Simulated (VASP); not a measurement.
Input of a VASP 6.6.1 run:

INCAR

```
SYSTEM = Ag
PREC     = Accurate       ! precision mode
ENCUT    = 520            ! plane-wave cutoff, eV
EDIFF    = 1E-6           ! SCF threshold, eV
ISMEAR   = -1             ! smearing method
SIGMA    = 0.1            ! smearing width, eV
LREAL    = .FALSE.        ! projectors in reciprocal space
LASPH    = .TRUE.         ! aspherical terms in the spheres
NELM     = 80             ! most SCF steps
ALGO     = Normal         ! electronic algorithm
ISIF     = 2              ! what is computed and relaxed
LWAVE    = .FALSE.        ! write WAVECAR
LCHARG   = .FALSE.        ! write CHGCAR
GGA      = PS             ! functional
NBANDS   = 12             ! bands
```

The input KPOINTS:

```
Automatic mesh
0
G
  19 19 19
  0 0 0
```

POSCAR

```
Ag
1.0
    2.6855611756      0.0000000000      0.0000000000
    0.0000000000      2.6855611756      0.0000000000
    0.0000000000      0.0000000000      2.6855611756
Ag
1
Direct
    0.0000000000      0.0000000000      0.0000000000
```

Potentials or basis: VASP PAW PBE potentials, release 64 (Ag).

The run is started by

```console
$ cat potpaw_PBE.64/Ag/POTCAR > POTCAR
$ mpirun -np 1 vasp_std > vasp.out
```

(1) What does it give for the pressure?

Answers

(1) -0.2 GPa.

Caveat: the PAW data sets were made with another functional, which shifts forces and pressure a little.
